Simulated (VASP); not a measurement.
# Ni3Ge (Pm-3m) in VASP: single point with LDA

Aim: the single point of Ni3Ge with LDA.

Everything below comes from runs of VASP 6.6.1. Logs are shortened: lines on timing, memory, paths and dates and some standing lists are left out, and cuts for length are marked.

**1. The cell of the first run**

Symmetry: Pm-3m, No. 221, cubic system. The conventional cell has a = 3.578 Å, b = 3.578 Å, c = 3.578 Å, α = 90.00°, β = 90.00°, γ = 90.00°. Ni (site symmetry 4/mmm) has 8 Ni at 2.53 Å and 4 Ge at 2.53 Å within 3.3 Å. Ge (site symmetry m-3m) has 12 Ni at 2.53 Å within 3.3 Å.

**2. Single point, LDA**

Input file POSCAR:

```
Ni3Ge
1.0
    3.5779172273      0.0000000000      0.0000000000
    0.0000000000      3.5779172273      0.0000000000
    0.0000000000      0.0000000000      3.5779172273
Ni Ge
3 1
Direct
    0.5000000000      0.0000000000      0.5000000000
    0.0000000000      0.5000000000      0.5000000000
    0.5000000000      0.5000000000      0.0000000000
    0.0000000000      0.0000000000      0.0000000000
```

Input file INCAR.step1:

```
SYSTEM = Ni3Ge
PREC = Accurate
ENCUT = 520
EDIFF = 1E-7
ISMEAR = 0
SIGMA = 0.1
LREAL = .FALSE.
LASPH = .TRUE.
NELM = 100
ALGO = Fast
ISIF = 2
LWAVE = .FALSE.
LCHARG = .TRUE.
LMAXMIX = 4
NBANDS = 30
```

Input file KPOINTS.step1:

```
regular mesh
0
G
  12 12 12
  0 0 0
```

Input file INCAR.step2:

```
SYSTEM = Ni3Ge
PREC = Accurate
ENCUT = 520
EDIFF = 1E-7
ISMEAR = -5
SIGMA = 0.1
LREAL = .FALSE.
LASPH = .TRUE.
NELM = 100
ALGO = Fast
ISIF = 2
LWAVE = .FALSE.
LCHARG = .FALSE.
LMAXMIX = 4
LORBIT = 11
NEDOS = 2001
ICHARG = 11
```

Input file KPOINTS.step2:

```
regular mesh
0
G
  18 18 18
  0 0 0
```

Potentials or basis: VASP PAW LDA potentials, release 64 (Ni, Ge_d).

Command:

```
$ cat potpaw_LDA.64/Ni/POTCAR potpaw_LDA.64/Ge_d/POTCAR > POTCAR
$ cp INCAR.step1 INCAR
$ cp KPOINTS.step1 KPOINTS
$ mpirun -np 1 vasp_std > vasp.out
$ cp INCAR.step2 INCAR
$ cp KPOINTS.step2 KPOINTS
$ mpirun -np 1 vasp_std > vasp.out
```

OUTCAR:

```text
SYSTEM = Ni3Ge
   PREC = Accurate
   ENCUT = 520
   EDIFF = 1E-7
   ISMEAR = -5
   LREAL = .FALSE.
   LASPH = .TRUE.
   NELM = 100
   ISIF = 2
   LORBIT = 11
   ICHARG = 11

 ion  position               nearest neighbor table
   1  0.500  0.000  0.500-   2 2.53   3 2.53   4 2.53   3 2.53   4 2.53   2 2.53   3 2.53   3 2.53
                             2 2.53   4 2.53   4 2.53   2 2.53
   2  0.000  0.500  0.500-   1 2.53   3 2.53   4 2.53   3 2.53   4 2.53   1 2.53   4 2.53   4 2.53
                             1 2.53   3 2.53   3 2.53   1 2.53
   3  0.500  0.500  0.000-   1 2.53   2 2.53   4 2.53   1 2.53   2 2.53   1 2.53   4 2.53   1 2.53
                             2 2.53   4 2.53   2 2.53   4 2.53
   4  0.000  0.000  0.000-   1 2.53   2 2.53   3 2.53   1 2.53   2 2.53   2 2.53   3 2.53   2 2.53
                             1 2.53   3 2.53   1 2.53   3 2.53

  LATTYP: Found a simple cubic cell.
 ALAT       =     3.5779172273

  Lattice vectors:

 A1 = (   3.5779172273,   0.0000000000,   0.0000000000)
 A2 = (   0.0000000000,   3.5779172273,   0.0000000000)
 A3 = (   0.0000000000,   0.0000000000,   3.5779172273)

Analysis of symmetry for initial positions (statically):
=====================================================================
 Subroutine PRICEL returns:
 Original cell was already a primitive cell.

 Routine SETGRP: Setting up the symmetry group for a
 simple cubic supercell.

 Subroutine GETGRP returns: Found 48 space group operations
 (whereof 48 operations were pure point group operations)
 out of a pool of 48 trial point group operations.

The static configuration has the point symmetry O_h .

Analysis of symmetry for dynamics (positions and initial velocities):
=====================================================================
 Subroutine PRICEL returns:
 Original cell was already a primitive cell.

 Routine SETGRP: Setting up the symmetry group for a
 simple cubic supercell.

 Subroutine GETGRP returns: Found 48 space group operations
 (whereof 48 operations were pure point group operations)
 out of a pool of 48 trial point group operations.

The dynamic configuration has the point symmetry O_h .

 Subroutine INISYM returns: Found 48 space group operations
 (whereof 48 operations are pure point group operations),
 and found     1 'primitive' translations

----------------------------------------------------------------------------------------

                                     Primitive cell

  volume of cell :      45.8027

  direct lattice vectors                    reciprocal lattice vectors
     3.577917227  0.000000000  0.000000000     0.279492212  0.000000000  0.000000000
     0.000000000  3.577917227  0.000000000     0.000000000  0.279492212  0.000000000
     0.000000000  0.000000000  3.577917227     0.000000000  0.000000000  0.279492212

  length of vectors
     3.577917227  3.577917227  3.577917227     0.279492212  0.279492212  0.279492212

  position of ions in fractional coordinates (direct lattice)
     0.500000000  0.000000000  0.500000000
     0.000000000  0.500000000  0.500000000
     0.500000000  0.500000000  0.000000000
     0.000000000  0.000000000  0.000000000

  ion indices of the primitive-cell ions
   primitive index   ion index
                 1           1
                 2           2
                 3           3
                 4           4

----------------------------------------------------------------------------------------

 KPOINTS: regular mesh

Automatic generation of k-mesh.
 Grid dimensions read from file:
 generate k-points for:   18   18   18

 Generating k-lattice:

  Cartesian coordinates                     Fractional coordinates (reciprocal lattice)
     0.015527345  0.000000000  0.000000000     0.055555556  0.000000000  0.000000000
     0.000000000  0.015527345  0.000000000     0.000000000  0.055555556  0.000000000
     0.000000000  0.000000000  0.015527345     0.000000000  0.000000000  0.055555556

  Length of vectors
     0.015527345  0.015527345  0.015527345

  Shift w.r.t. Gamma in fractional coordinates (k-lattice)
     0.000000000  0.000000000  0.000000000

 TETIRR: Found   2900 inequivalent tetrahedra from    34992

 Subroutine IBZKPT returns following result:
 ===========================================

 Found    220 irreducible k-points:

 Following reciprocal coordinates:
            Coordinates               Weight
  0.000000  0.000000  0.000000      1.000000
  0.055556  0.000000  0.000000      6.000000
  0.111111  0.000000  0.000000      6.000000
  0.166667  0.000000  0.000000      6.000000
  0.222222  0.000000  0.000000      6.000000
  0.277778  0.000000  0.000000      6.000000
[... 16 lines left out ...]
  0.277778  0.111111  0.000000     24.000000
  0.333333  0.111111  0.000000     24.000000
 [... further k-points ...]
   k-points           NKPTS =    220   k-points in BZ     NKDIM =    220   number of bands    NBANDS=     26
   number of dos      NEDOS =   2001   number of ions     NIONS =      4
   total plane-waves  NPLWV =  21952
   dimension x,y,z NGX =    28 NGY =   28 NGZ =   28
   dimension x,y,z NGXF=    56 NGYF=   56 NGZF=   56
   ions per type =               3   1
   NGX,Y,Z   is equivalent  to a cutoff of  13.01, 13.01, 13.01 a.u.
   NGXF,Y,Z  is equivalent  to a cutoff of  26.02, 26.02, 26.02 a.u.
 SYSTEM =  Ni3Ge
   PREC   = accura    normal or accurate (medium, high low for compatibility)
   ISTART =      0    job   : 0-new  1-cont  2-samecut
   ICHARG =     11    charge: 1-file 2-atom 10-const
   ISPIN  =      1    spin polarized calculation?
   LNONCOLLINEAR =      F non collinear calculations
   LSORBIT =      F    spin-orbit coupling
   LASPH  =      T    aspherical Exc in radial PAW
   ENCUT  =  520.0 eV  38.22 Ry    6.18 a.u.   6.65  6.65  6.65*2*pi/ulx,y,z
   NELM   =    100;   NELMIN=  2; NELMDL=  0     # of ELM steps
   EDIFF  = 0.1E-06   stopping-criterion for ELM
   LREAL  =      F    real-space projection
   EDIFFG = 0.1E-05   stopping-criterion for IOM
   NSW    =      0    number of steps for IOM
   IBRION =     -1    ionic relax: 0-MD 1-quasi-New 2-CG
   NFREE  =      0    steps in history (QN), initial steepest desc. (CG)
   ISIF   =      2    stress and relaxation
   ISYM   =      2    0-nonsym 1-usesym 2-fastsym
   POTIM  = 0.5000    time-step for ionic-motion
   TEBEG  =    0.0;   TEEND  =   0.0 temperature during run
   PSTRESS=    0.0 pullay stress
   NELECT =      44.0000    total number of electrons
   NUPDOWN=      -1.0000    fix difference up-down
   EMIN   =  10.00;   EMAX   =-10.00  energy-range for DOS
   EFERMI =   0.00;   METHOD = LEGACY
   ISMEAR =    -5;   SIGMA  =   0.10  broadening in eV -4-tet -1-fermi 0-gaus
   EFERMI_NEDOS =   21; number of points for ismear=-14 and -15
   IALGO  =     68    algorithm
   IMIX   =      4    mixing-type and parameters
     AMIX     =   0.40;   BMIX     =  1.00
     AMIX_MAG =   1.60;   BMIX_MAG =  1.00
  volume/ion in A,a.u.               =      11.45        77.27
  Fermi-wavevector in a.u.,A,eV,Ry     =   1.615333  3.052537 35.501697  2.609301
  Thomas-Fermi vector in A             =   2.710098
   LORBIT       =     11    0 simple, 1 ext, 2 COOP (PROOUT), +10 PAW based schemes
   GGA     = CA    functional components
   LHFCALC =     F    Hartree Fock is set to
   AEXX    =    0.0000 exact exchange contribution
   IVDW    =     0    specifies the selected vdW correction
   LEPSILON=     F    determine dielectric tensor
   LRPA    =     F    only Hartree local field effects (RPA)
 non-spin polarized calculation
 RMM-DIIS sequential band-by-band and
 Fermi weights with tetrahedron method with Bloechl corrections
  energy-cutoff  :      520.00
  volume of cell :       45.80
 maximum number of plane-waves:      1258
 NGX is ok and might be reduce to    28

 number of electron      44.0000029 magnetization

 Free energy of the ion-electron system (eV)
  ---------------------------------------------------
  ext. energy  EPLUGINS =         0.00000000
  ---------------------------------------------------
  free energy    TOTEN  =       -26.22003592 eV

  energy without entropy =      -26.22003592  energy(sigma->0) =      -26.22003592

 E-fermi :   9.4549     XC(G=0): -13.5843

 val. band max:        9.4484656831   @ k =   0.1111   0.0556   0.0556
 cond. band min:       9.4441333347   @ k =   0.4444   0.3889   0.3889
 fundamental gap:     -0.0043323485
 Fermi energy:         9.4549203600

 k-point     1 :       0.0000    0.0000    0.0000
  band No.  band energies     occupation
      1     -15.2303      2.00000
      2     -15.2303      2.00000
      3     -15.2185      2.00000
      4     -15.2185      2.00000
      5     -15.2185      2.00000
      6      -2.7054      2.00000
[... 18 lines left out ...]
     25      13.0441      0.00000
     26      16.1969      0.00000

 k-point     2 :       0.0556    0.0000    0.0000
  band No.  band energies     occupation
      1     -15.2302      2.00000
      2     -15.2296      2.00000
      3     -15.2185      2.00000
      4     -15.2185      2.00000
      5     -15.2184      2.00000
      6      -2.6717      2.00000
[... 18 lines left out ...]
     25      13.1712      0.00000
     26      16.2198      0.00000

 k-point     3 :       0.1111    0.0000    0.0000
  band No.  band energies     occupation
      1     -15.2298      2.00000
      2     -15.2277      2.00000
      3     -15.2186      2.00000
      4     -15.2186      2.00000
      5     -15.2184      2.00000
      6      -2.5715      2.00000
[... 572 lines left out ...]
 k-point    23 :       0.2778    0.1111    0.0000
  band No.  band energies     occupation
      1     -15.2265      2.00000
      2     -15.2196      2.00000
      3     -15.2188      2.00000
      4     -15.2180      2.00000
      5     -15.2161      2.00000
      6      -1.7841      2.00000
[... 18 lines left out ...]
     25      14.4399      0.00000
     26      15.7644      0.00000

 k-point    24 :       0.3333    0.1111    0.0000
  band No.  band energies     occupation
      1     -15.2259      2.00000
      2     -15.2199      2.00000
      3     -15.2190      2.00000
      4     -15.2179      2.00000
      5     -15.2125      2.00000
      6      -1.4797      2.00000
[... 18 lines left out ...]
     25      14.4326      0.00000
     26      15.1338      0.00000

 [... further k-points ...]

------------------------ aborting loop because EDIFF is reached ----------------------------------------

  FORCE on cell =-STRESS in cart. coord.  units (eV):
  Direction    XX          YY          ZZ          XY          YZ          ZX
  --------------------------------------------------------------------------------------
  -------------------------------------------------------------------------------------
  Total       -3.9383683     -3.9383683     -3.9383683      0.0000000     -0.0000000      0.0000000
  in kB     -137.7640943   -137.7640943   -137.7640943      0.0000000     -0.0000000      0.0000000
  external PRESSURE =    -137.7640943 kB  Pullay stress =       0.0000000 kB

 VOLUME and BASIS-vectors are now :
 -----------------------------------------------------------------------------
  energy-cutoff  :      520.00
  volume of cell :       45.80
      direct lattice vectors                 reciprocal lattice vectors
     3.577917227  0.000000000  0.000000000     0.279492212  0.000000000  0.000000000
     0.000000000  3.577917227  0.000000000     0.000000000  0.279492212  0.000000000
     0.000000000  0.000000000  3.577917227     0.000000000  0.000000000  0.279492212

 POSITION                                       TOTAL-FORCE (eV/Angst)
 -----------------------------------------------------------------------------------
      1.78896      0.00000      1.78896         0.000000      0.000000      0.000000
      0.00000      1.78896      1.78896         0.000000      0.000000      0.000000
      1.78896      1.78896      0.00000         0.000000      0.000000      0.000000
      0.00000      0.00000      0.00000         0.000000      0.000000      0.000000
 -----------------------------------------------------------------------------------
    total drift:                                0.000000      0.000000      0.000000

  FREE ENERGIE OF THE ION-ELECTRON SYSTEM (eV)
  ---------------------------------------------------
  free  energy   TOTEN  =       -26.2200359221 eV

  energy  without entropy=      -26.2200359221  energy(sigma->0) =      -26.22003592

 total charge

# of ion       s       p       d       tot
------------------------------------------
    1        0.459   0.502   8.426   9.387
    2        0.459   0.502   8.426   9.387
    3        0.459   0.502   8.426   9.387
    4        1.102   1.200  10.123  12.425
--------------------------------------------------
tot          2.481   2.705  35.400  40.586
```

Wall time 5.6 min (1 thread of AMD EPYC 7R43 (Zen 3), shared host); peak memory 0.3 GiB.

What came out:

```yaml
Valence_electrons_inside_the_program's_atomic_spheres: Ni 9.39; Ge 12.43
```

Levels at points of the mesh, in eV from the Fermi level:
```tsv
k point	band 18	band 19	band 20	band 21	band 22	band 23	band 24	band 25	band 26
(0.00, 0.00, 0.00)	-0.84	-0.52	-0.52	-0.25	0.04	0.04	0.04	3.59	6.74
(0.50, 0.00, 0.00)	-1.22	-1.15	-1.05	-0.48	0.04	3.51	3.51	4.34	5.72
(0.50, 0.50, 0.00)	-1.30	-1.10	-1.03	-0.88	-0.87	0.62	0.62	5.49	6.28
(0.50, 0.50, 0.50)	-1.23	-1.09	-1.09	-0.33	-0.18	-0.18	-0.18	0.55	4.07
```

Spin polarisation is off, so any magnetic state and its effect on volume and gap are missing.
